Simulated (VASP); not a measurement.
Runs of VASP 6.6.1 on Nb. The structure is that of space group Im-3m (No. 229), or close to it. The cells are those of the table. 

```tsv
level	cell	k mesh	cutoff (eV)	smearing	gap on the mesh (eV)	pressure (GPa)
PBE	a = 2.868 Å, angles 109.5°, 1 atom	18 × 18 × 18	520	gaussian 0.1 eV	none	-0.3
PBE	a = 2.882 Å, angles 109.5°, 1 atom	8 × 8 × 8	500	gaussian 0.1 eV	none	-2.7
PBE	a = 2.779 Å, angles 109.5°, 1 atom	18 × 18 × 18	520	gaussian 0.1 eV	none	18.4
PBE	a = 2.809 Å, angles 109.5°, 1 atom	18 × 18 × 18	520	gaussian 0.1 eV	none	11.3
PBE	a = 2.924 Å, angles 109.5°, 1 atom	18 × 18 × 18	520	gaussian 0.1 eV	none	-9.2
PBE	a = 2.932 Å, angles 109.5°, 1 atom	18 × 18 × 18	520	gaussian 0.1 eV	none	-10.3
PBE	a = 2.896 Å, angles 109.5°, 1 atom	18 × 18 × 18	520	gaussian 0.1 eV	none	-5.0
r2SCAN	a = 2.999 Å, angles 109.5°, 1 atom	18 × 18 × 18	520	gaussian 0.1 eV	none	(b)
PBE+D3(BJ)	a = 2.809 Å, angles 109.5°, 1 atom	18 × 18 × 18	520	gaussian 0.1 eV	none	3.6
PBE	a = 2.960 Å, angles 109.5°, 1 atom	18 × 18 × 18	520	gaussian 0.1 eV	none	(a)
PBE	a = 2.839 Å, angles 109.5°, 1 atom	18 × 18 × 18	520	gaussian 0.1 eV	none	5.0
PBE	a = 2.779 Å, angles 109.5°, 1 atom	18 × 18 × 18	500	methfessel-paxton 0.1 eV	none	18.3
```

Alike in all rows: task single point; potentials or basis VASP PAW PBE potentials, release 64 (Nb_sv); no spin polarisation.

**Question.** Fill in the values left out.

**Answer.** (a) -13.8; (b) -19.3.

Caveats: the cell stands under pressure (at least some runs); the cell stands under tension (at least some runs); the PAW data sets were made with another functional, which shifts forces and pressure a little (at least some runs).

A k mesh can miss the band edges, and the runs leave out spin-orbit coupling on Nb.

A gap of «none» marks levels without a gap at the run's occupations.
